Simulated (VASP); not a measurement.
# YbTi3 (Fm-3m) in VASP: notebook

Runs on YbTi3. Level: PBE. Tasks: single point.

Everything below comes from runs of VASP 6.6.1. Logs are shortened: lines on timing, memory, paths and dates and some standing lists are left out, and cuts for length are marked.

## Step 1: The cell of the first run

The structure is cubic, space group Fm-3m (No. 225). The conventional cell has a = 6.806 Å, b = 6.806 Å, c = 6.806 Å, α = 90.00°, β = 90.00°, γ = 90.00°. Within 3.9 Å of Yb (site symmetry m-3m) lie 14 Ti at 2.95 to 3.40 Å. Ti (site symmetry m-3m) has 8 Ti at 2.95 Å and 6 Yb at 3.40 Å within 3.9 Å. Within 3.9 Å of Ti (site symmetry -43m) lie 4 Yb at 2.95 Å and 10 Ti at 2.95 to 3.40 Å.

The cell was built from a structure type or drawn by symmetry, and may not be a known phase.

## Step 2: Single point, PBE

Input file INCAR:

```
SYSTEM = YbTi3
  PREC = Accurate
  ENCUT = 520
  EDIFF = 1E-6
  ISMEAR = 0
  SIGMA = 0.1
  LREAL = .False.
  LASPH = .True.
  NELM = 60
  ALGO = Normal
  ISIF = 2
  LWAVE = .False.
  LCHARG = .False.
  GGA = PE
  NBANDS = 38
```

Input file KPOINTS:

```
regular mesh
0
Gamma
  4 4 4
  0 0 0
```

Input file POSCAR:

```
YbTi3
1.0
    0.0000000000      3.4030291825      3.4030291825
    3.4030291825      0.0000000000      3.4030291825
    3.4030291825      3.4030291825      0.0000000000
Yb Ti
1 3
Direct
    0.0000000000      0.0000000000      0.0000000000
    0.5000000000      0.5000000000      0.5000000000
    0.7500000000      0.7500000000      0.7500000000
    0.2500000000      0.2500000000      0.2500000000
```

Potentials or basis: VASP PAW PBE potentials, release 64 (Yb, Ti_sv).

On the command line:

```sh
$ cat potpaw_PBE.64/Yb/POTCAR potpaw_PBE.64/Ti_sv/POTCAR > POTCAR
$ mpirun -np 1 vasp_std > vasp.out
```

OUTCAR:

```text
SYSTEM = YbTi3
   PREC = Accurate
   ENCUT = 520
   EDIFF = 1E-6
   ISMEAR = 0
   LREAL = .False.
   LASPH = .True.
   NELM = 60
   ISIF = 2
   GGA = PE

 ion  position               nearest neighbor table
   1  0.000  0.000  0.000-   3 2.95   4 2.95   3 2.95   3 2.95   3 2.95   4 2.95   4 2.95   4 2.95

   2  0.500  0.500  0.500-
   3  0.750  0.750  0.750-   1 2.95   1 2.95   1 2.95   1 2.95
   4  0.250  0.250  0.250-   1 2.95   1 2.95   1 2.95   1 2.95

  LATTYP: Found a face centered cubic cell.
 ALAT       =     6.8060583650

  Lattice vectors:

 A1 = (   0.0000000000,   3.4030291825,   3.4030291825)
 A2 = (   3.4030291825,   0.0000000000,   3.4030291825)
 A3 = (   3.4030291825,   3.4030291825,   0.0000000000)

Analysis of symmetry for initial positions (statically):
=====================================================================
 Subroutine PRICEL returns:
 Original cell was already a primitive cell.

 Routine SETGRP: Setting up the symmetry group for a
 face centered cubic supercell.

 Subroutine GETGRP returns: Found 48 space group operations
 (whereof 48 operations were pure point group operations)
 out of a pool of 48 trial point group operations.

The static configuration has the point symmetry O_h .

Analysis of symmetry for dynamics (positions and initial velocities):
=====================================================================
 Subroutine PRICEL returns:
 Original cell was already a primitive cell.

 Routine SETGRP: Setting up the symmetry group for a
 face centered cubic supercell.

 Subroutine GETGRP returns: Found 48 space group operations
 (whereof 48 operations were pure point group operations)
 out of a pool of 48 trial point group operations.

The dynamic configuration has the point symmetry O_h .

 Subroutine INISYM returns: Found 48 space group operations
 (whereof 48 operations are pure point group operations),
 and found     1 'primitive' translations

----------------------------------------------------------------------------------------

                                     Primitive cell

  volume of cell :      78.8183

  direct lattice vectors                    reciprocal lattice vectors
     0.000000000  3.403029183  3.403029183    -0.146927920  0.146927920  0.146927920
[... 69 lines left out ...]
   LSORBIT =      F    spin-orbit coupling
   LASPH  =      T    aspherical Exc in radial PAW
   ENCUT  =  520.0 eV  38.22 Ry    6.18 a.u.   8.95  8.95  8.95*2*pi/ulx,y,z
   NELM   =     60;   NELMIN=  2; NELMDL= -5     # of ELM steps
   EDIFF  = 0.1E-05   stopping-criterion for ELM
   LREAL  =      F    real-space projection
   EDIFFG = 0.1E-04   stopping-criterion for IOM
   NSW    =      0    number of steps for IOM
   IBRION =     -1    ionic relax: 0-MD 1-quasi-New 2-CG
   NFREE  =      0    steps in history (QN), initial steepest desc. (CG)
   ISIF   =      2    stress and relaxation
   ISYM   =      2    0-nonsym 1-usesym 2-fastsym
   POTIM  = 0.5000    time-step for ionic-motion
   TEBEG  =    0.0;   TEEND  =   0.0 temperature during run
   PSTRESS=    0.0 pullay stress
   NELECT =      60.0000    total number of electrons
   NUPDOWN=      -1.0000    fix difference up-down
   EMIN   =  10.00;   EMAX   =-10.00  energy-range for DOS
   EFERMI =   0.00;   METHOD = LEGACY
   ISMEAR =     0;   SIGMA  =   0.10  broadening in eV -4-tet -1-fermi 0-gaus
   EFERMI_NEDOS =   21; number of points for ismear=-14 and -15
   IALGO  =     38    algorithm
   IMIX   =      4    mixing-type and parameters
     AMIX     =   0.40;   BMIX     =  1.00
     AMIX_MAG =   1.60;   BMIX_MAG =  1.00
  volume/ion in A,a.u.               =      19.70       132.97
  Fermi-wavevector in a.u.,A,eV,Ry     =   1.494799  2.824761 30.401200  2.234425
  Thomas-Fermi vector in A             =   2.607026
   LORBIT       =      0    0 simple, 1 ext, 2 COOP (PROOUT), +10 PAW based schemes
   GGA     = PE    functional components
   LHFCALC =     F    Hartree Fock is set to
   AEXX    =    0.0000 exact exchange contribution
   IVDW    =     0    specifies the selected vdW correction
   LEPSILON=     F    determine dielectric tensor
   LRPA    =     F    only Hartree local field effects (RPA)
 non-spin polarized calculation
 Gauss-broadening in eV      SIGMA  =   0.10
  energy-cutoff  :      520.00
  volume of cell :       78.82
 maximum number of plane-waves:      2148
   NGX = 17   NGY = 17   NGZ = 17

 number of electron      60.0000002 magnetization

 Free energy of the ion-electron system (eV)
  ---------------------------------------------------
  ext. energy  EPLUGINS =         0.00000000
  ---------------------------------------------------
  free energy    TOTEN  =       -25.60353671 eV

  energy without entropy =      -25.55040060  energy(sigma->0) =      -25.57696866

 E-fermi :   6.2347     XC(G=0): -11.3020

 val. band max:        6.2275005078   @ k =   0.5000   0.0000   0.0000
 cond. band min:       6.2606254733   @ k =   0.5000   0.0000   0.0000
 fundamental gap:      0.0331249654
 Fermi energy:         6.2346572469

 k-point     1 :       0.0000    0.0000    0.0000
  band No.  band energies     occupation
      1     -50.5276      2.00000
      2     -50.4980      2.00000
      3     -50.3130      2.00000
      4     -45.1309      2.00000
      5     -26.8047      2.00000
      6     -26.8047      2.00000
[... 317 lines left out ...]
     37       8.4246      0.00000
     38       8.4283      0.00000

------------------------ aborting loop because EDIFF is reached ----------------------------------------

  FORCE on cell =-STRESS in cart. coord.  units (eV):
  Direction    XX          YY          ZZ          XY          YZ          ZX
  --------------------------------------------------------------------------------------
  -------------------------------------------------------------------------------------
  Total       -0.0524382     -0.0524382     -0.0524382     -0.0000000      0.0000000     -0.0000000
  in kB       -1.0659368     -1.0659368     -1.0659368     -0.0000000      0.0000000     -0.0000000
  external PRESSURE =      -1.0659368 kB  Pullay stress =       0.0000000 kB

 VOLUME and BASIS-vectors are now :
 -----------------------------------------------------------------------------
  energy-cutoff  :      520.00
  volume of cell :       78.82
      direct lattice vectors                 reciprocal lattice vectors
     0.000000000  3.403029183  3.403029183    -0.146927920  0.146927920  0.146927920
     3.403029183  0.000000000  3.403029183     0.146927920 -0.146927920  0.146927920
     3.403029183  3.403029183  0.000000000     0.146927920  0.146927920 -0.146927920

 POSITION                                       TOTAL-FORCE (eV/Angst)
 -----------------------------------------------------------------------------------
      0.00000      0.00000      0.00000         0.000000      0.000000     -0.000000
      3.40303      3.40303      3.40303         0.000000     -0.000000     -0.000000
      5.10454      5.10454      5.10454        -0.000000      0.000000     -0.000000
      1.70151      1.70151      1.70151        -0.000000     -0.000000      0.000000
 -----------------------------------------------------------------------------------
    total drift:                               -0.000000      0.000000      0.000000

  FREE ENERGIE OF THE ION-ELECTRON SYSTEM (eV)
  ---------------------------------------------------
  free  energy   TOTEN  =       -25.6035367107 eV

  energy  without entropy=      -25.5504006021  energy(sigma->0) =      -25.57696866
```

OSZICAR:

```text
N       E                     dE             d eps       ncg     rms          rms(c)
DAV:   1     0.627232027941E+03    0.62723E+03   -0.26554E+04   936   0.822E+03
DAV:   2     0.806701555920E+02   -0.54656E+03   -0.53083E+03   842   0.138E+03
DAV:   3    -0.144549968655E+02   -0.95125E+02   -0.92213E+02  1058   0.249E+02
DAV:   4    -0.283052198541E+02   -0.13850E+02   -0.13579E+02  1072   0.764E+01
[... 47 lines left out ...]
DAV:  52    -0.256035412477E+02    0.11313E-04   -0.12029E-05   930   0.148E-01    0.152E-01
DAV:  53    -0.256035431055E+02   -0.18578E-05   -0.10194E-05   776   0.212E-02    0.132E-01
DAV:  54    -0.256035409768E+02    0.21287E-05   -0.86386E-07   436   0.335E-02    0.103E-01
DAV:  55    -0.256035370603E+02    0.39164E-05   -0.96394E-06   736   0.797E-02    0.579E-02
DAV:  56    -0.256035367107E+02    0.34966E-06   -0.88439E-07   448   0.276E-02
   1 F= -.25603537E+02 E0= -.25576969E+02  d E =-.531361E-01
```

Run time: 67 s. Hardware: 1 thread of Intel Xeon 6975P-C (Granite Rapids), shared host; peak memory 0.21 GiB.

What came out:

| Item | Value |
| --- | --- |
| Free energy | -25.6035 eV |
| Pressure | -0.1 GPa |
| Band gap on the k mesh | zero (bands 30 and 31 overlap by 0.47 eV) |

Caveat: the k points lie up to 0.40 Å⁻¹ apart; spin-orbit coupling is left out, which moves the levels of the heavy elements. Spin polarisation is off, so any magnetic state and its effect on volume and gap are missing.

## Step 3: Single point, PBE, collinear spin, ferromagnetic start

Input file INCAR:

```
PREC = Accurate
ENCUT = 520
EDIFF = 1E-6
ISMEAR = 0
SIGMA = 0.1
LREAL = False
LASPH = True
NELM = 150
ALGO = Normal
ISIF = 2
LWAVE = False
LCHARG = False
ISPIN = 2
MAGMOM = 1 1 1 1
LORBIT = 11
LMAXMIX = 6
GGA = PE
NBANDS = 42
```

Input file KPOINTS:

```
regular mesh
0
Gamma
  4 4 4
```

POSCAR is that of step 2.

Potentials or basis: VASP PAW PBE potentials, release 64 (Yb, Ti_sv).

On the command line:

```sh
$ cat potpaw_PBE.64/Yb/POTCAR potpaw_PBE.64/Ti_sv/POTCAR > POTCAR
$ mpirun -np 1 vasp_std > vasp.out
```

It took 2.8 min on 1 thread of Intel Xeon 6975P-C (Granite Rapids), shared host; peak memory 0.27 GiB.

Results (log left out):

```yaml
Free_energy: -25.6327 eV
Pressure: 0.2 GPa
Net_moment: 1.91 μB per cell
Site_moments: Yb +0.06; Ti +0.64, +0.37 (each value once) μB
Valence_electrons_inside_the_program's_atomic_spheres: Yb 22.36; Ti 10.20, 10.22 (each value once)
```

Levels at points of the mesh, in eV from the Fermi level:
Spin up:
```csv
k point,band 29,band 30,band 31,band 32,band 33,band 34
"(0.00, 0.00, 0.00)",-0.72,-0.52,-0.52,-0.52,0.96,0.96
"(0.50, 0.00, 0.00)",-0.47,-0.28,-0.23,-0.23,-0.12,0.04
"(0.50, 0.50, 0.00)",-0.53,0.08,0.35,0.70,0.70,1.39
```
Spin down:
```
           k point  band 26  band 27  band 28  band 29  band 30  band 31  band 32  band 33
(0.00, 0.00, 0.00)    -0.71    -0.26    -0.26    -0.26    -0.13    -0.13    -0.13     1.38
(0.50, 0.00, 0.00)    -0.71    -0.71    -0.29    -0.29     0.16     0.20     0.28     0.28
(0.50, 0.50, 0.00)    -0.73    -0.72     0.00     0.00     0.19     0.61     1.15     1.15
```

Caveat: the k points lie up to 0.40 Å⁻¹ apart; spin-orbit coupling is left out, which moves the levels of the heavy elements. The state reached can hang on the start; a lower one may exist.
